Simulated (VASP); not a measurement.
A run of VASP 6.6.1 is set up as follows.

The input POSCAR:

```
Cd2TeO
1.0
    4.1192917890      0.0000000000      0.0000000000
    0.0000000000      4.1192917890      0.0000000000
    0.0000000000      0.0000000000      5.2904626786
O Cd Te
1 2 1
Direct
    0.0000000000      0.0000000000      0.0000000000
    0.0000000000      0.5000000000      0.8398944356
    0.5000000000      0.0000000000      0.1601055644
    0.5000000000      0.5000000000      0.5000000000
```

The input INCAR.step1:

```
SYSTEM = Cd2TeO
PREC = Accurate
ENCUT = 520
ISMEAR = -1
SIGMA = 0.02
LREAL = .False.
LASPH = .True.
NELM = 60
NBANDS = 26
GGA = PE
ALGO = Normal
EDIFF = 1E-4
LWAVE = .True.
LCHARG = .False.
```

Contents of INCAR.step2:

```
SYSTEM = Cd2TeO
PREC = Accurate
ENCUT = 520
EDIFF = 1E-7
ISMEAR = -1
SIGMA = 0.02
LREAL = .False.
LASPH = .True.
NELM = 60
ALGO = Normal
ISIF = 2
LWAVE = .False.
LCHARG = .False.
METAGGA = R2SCAN
LMIXTAU = .True.
NBANDS = 26
ISTART = 1
```

Contents of KPOINTS:

```
Automatic mesh
0
Gamma
  6 6 4
  0 0 0
```

Potentials or basis: VASP PAW PBE potentials, release 64 (O, Cd, Te).

Command:

```bash
$ cat potpaw_PBE.64/O/POTCAR potpaw_PBE.64/Cd/POTCAR potpaw_PBE.64/Te/POTCAR > POTCAR
$ cp INCAR.step1 INCAR
$ mpirun -np 1 vasp_std > vasp.out
$ cp INCAR.step2 INCAR
$ mpirun -np 1 vasp_std > vasp.out
```

**Question.** Estimate the largest force.

**Answer.** 0.037 eV/Å.

**Question.** Predict the pressure.

**Answer.** 5.3 GPa.

**Question.** What does it give for the band gap on the k mesh?

**Answer.** Zero (band 18 reaches 2.79 eV, above the bottom of band 19 at 2.60 eV).

Forces on the atoms (eV/Å):
```
O    0.000  0.000  0.000
Cd   0.000  0.000  0.037
Cd   0.000  0.000 -0.037
Te   0.000  0.000  0.000
```

Caveat: the PAW data sets were made with another functional, which shifts forces and pressure a little; spin-orbit coupling is left out, which moves the levels of the heavy elements.
